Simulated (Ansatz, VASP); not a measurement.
BiTe in VASP and in Ansatz

File INCAR:

```
SYSTEM = BiTe
  PREC = Accurate
  ENCUT = 520
  EDIFF = 1E-7
  ISMEAR = 0
  SIGMA = 0.1
  LREAL = .FALSE.
  LASPH = .TRUE.
  NELM = 80
  ALGO = Normal
  ISIF = 2
  LWAVE = .FALSE.
  LCHARG = .FALSE.
  GGA = RP
  NBANDS = 18
```

KPOINTS

```
regular mesh
0
G
  7 7 7
  0 0 0
```

POSCAR

```
BiTe
1.0
    0.0000000000      3.2350000000      3.2350000000
    3.2350000000      0.0000000000      3.2350000000
    3.2350000000      3.2350000000      0.0000000000
Bi Te
1 1
Direct
    0.0000000000      0.0000000000      0.0000000000
    0.5000000000      0.5000000000      0.5000000000
```

Contents of input.yaml:

```yaml
crystal:
  lattice:
    - [0.0, 3.235, 3.235]
    - [3.235, 0.0, 3.235]
    - [3.235, 3.235, 0.0]
  atoms:
    - { symbol: Bi, position: [0.0, 0.0, 0.0] }
    - { symbol: Te, position: [0.5, 0.5, 0.5] }
kpoints:
  mp_grid: { grid: [7, 7, 7] }
scf:
  occupations: { method: gaussian, width: 0.1 }
hamiltonian:
  xc: rpbe
  pseudopotentials: { kind: all_electron, lapw: { basis_error: 0.001 } }
output:
  forces: true
  stress: true
  eigenvalues: true
```

Alike in both runs: task single point; functional RPBE; k mesh 7 × 7 × 7; occupations gaussian, width 0.1 eV; no spin polarisation.

|  | VASP | Ansatz |
| --- | --- | --- |
| version | VASP 6.6.1 | Ansatz 0.2.0 |
| potentials or method | VASP PAW PBE potentials, release 64 (Bi_d, Te), cutoff 520 eV | all-electron LAPW, scalar-relativistic |

```csv
,VASP,Ansatz,Ansatz less VASP
gap on the k mesh at the Fermi level (eV),none,none,-
pressure (GPa),2.2,2.3,+0.07
```

VASP's potentials were made for PBE, not for RPBE. A gap of «none» marks a metal or a gap that the smearing closes. Ansatz ran all-electron here, and VASP with PAW potentials.

Neither program's run includes spin-orbit coupling.
